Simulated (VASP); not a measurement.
MgS: single point with PBE

Crystal: MgS.

```xyz
2
Lattice="0.0000 2.6015 2.6015 2.6015 0.0000 2.6015 2.6015 2.6015 0.0000" Properties=species:S:1:pos:R:3 pbc="T T T"
Mg    0.0000    0.0000    0.0000
S     2.6015    2.6015    2.6015
```

```yaml
Program: VASP 6.6.1
Task: single point
Functional: PBE
Potentials_or_basis: VASP PAW PBE potentials, release 64 (Mg, S)
Cutoff: 520 eV
k_mesh: 6 × 6 × 6
Occupations: gaussian, width 0.01 eV
Spin: no spin polarisation
```

```yaml
Pressure: 0.9 GPa
Band_gap_on_the_k_mesh: 2.77 eV, indirect (least direct gap 3.71 eV)
```

Levels at points of the mesh, in eV from the valence-band top:
| k point | band 2 | band 3 | band 4 | band 5 | band 6 | band 7 |
| --- | --- | --- | --- | --- | --- | --- |
| (0.00, 0.00, 0.00) | 0.00 | 0.00 | 0.00 | 3.71 | 7.95 | 7.95 |
| (0.50, 0.00, 0.00) | -4.83 | -0.59 | -0.59 | 4.55 | 6.91 | 6.91 |
| (0.50, 0.50, 0.00) | -4.19 | -1.68 | -1.68 | 2.77 | 4.39 | 12.01 |

Run time: 5.9 s on 1 thread of Intel Xeon 6975P-C (shared host), peak memory 0.15 GiB.

A k mesh can miss the band edges.
